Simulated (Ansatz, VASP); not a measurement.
B: VASP beside Ansatz

Contents of INCAR:

```
ALGO     = Normal         # electronic algorithm
EDIFF    = 1E-6           # SCF threshold, eV
EDIFFG   = -0.01          # ionic threshold
ENCUT    = 600            # plane-wave cutoff, eV
GGA      = PS             # functional
IBRION   = 2              # ionic algorithm
ISIF     = 3              # what is computed and relaxed
ISMEAR   = 0              # smearing method
LASPH    = T              # aspherical terms in the spheres
LCHARG   = F              # write CHGCAR
LREAL    = F              # projectors in reciprocal space
LWAVE    = F              # write WAVECAR
NELM     = 80             # most SCF steps
NSW      = 100            # ionic steps
PREC     = Accurate       # precision mode
SIGMA    = 0.1            # smearing width, eV
```

The input KPOINTS:

```
k-points
0
Gamma
  10 10 10
```

The input POSCAR:

```
B
1.0
    3.6557875427      0.0000000000      0.0000000000
    0.0000000000      3.6557875427      0.0000000000
    0.0000000000      0.0000000000      3.6557875427
B
8
Direct
    0.5000000000      0.5000000000      0.5000000000
    0.0000000000      0.0000000000      0.0000000000
    0.2500000000      0.0000000000      0.5000000000
    0.5000000000      0.2500000000      0.0000000000
    0.5000000000      0.7500000000      0.0000000000
    0.7500000000      0.0000000000      0.5000000000
    0.0000000000      0.5000000000      0.7500000000
    0.0000000000      0.5000000000      0.2500000000
```

Input for Ansatz:

```yaml
crystal:
  lattice:
    - [3.6557875427, 0.0, 0.0]
    - [0.0, 3.6557875427, 0.0]
    - [0.0, 0.0, 3.6557875427]
  atoms:
    - { symbol: B, position: [0.5, 0.5, 0.5] }
    - { symbol: B, position: [0.0, 0.0, 0.0] }
    - { symbol: B, position: [0.25, 0.0, 0.5] }
    - { symbol: B, position: [0.5, 0.25, 0.0] }
    - { symbol: B, position: [0.5, 0.75, 0.0] }
    - { symbol: B, position: [0.75, 0.0, 0.5] }
    - { symbol: B, position: [0.0, 0.5, 0.75] }
    - { symbol: B, position: [0.0, 0.5, 0.25] }
basis:
  ecutwfc: 420
kpoints:
  mp_grid: { grid: [10, 10, 10] }
hamiltonian:
  xc: pbesol
scf:
  occupations: { method: gaussian, width: 0.1 }
output:
  forces: true
  stress: true
  eigenvalues: true
relax:
  adjacent_minimum: "off"
  f_tol: 0.01
  max_steps: 80
  cell: { stress_tol: 0.05 }
```

Alike in both runs: task relaxation of cell and atoms; functional PBEsol; k mesh 10 × 10 × 10; occupations gaussian, width 0.1 eV; no spin polarisation.

```csv
,VASP,Ansatz
version,VASP 6.6.1,Ansatz 0.2.0
potentials or method,"VASP PAW PBE potentials, release 64 (B), cutoff 600 eV","scalar-relativistic, plane waves, PAW"
valence electrons in the cell,24,24
```

VASP gave:

* gap on the k mesh at the Fermi level, each at its own relaxed structure (eV): none
* relaxed volume (Å³/atom): 6.07
* relaxed cell length with the largest relative difference (Å): 3.649

Question: Which values does Ansatz return?

Answer: gap on the k mesh at the Fermi level, each at its own relaxed structure (eV): none; relaxed volume (Å³/atom): 6.07; relaxed cell length with the largest relative difference (Å): 3.648.

VASP's potentials were made for PBE, not for PBEsol. A gap of «none» marks a metal or a gap that the smearing closes.
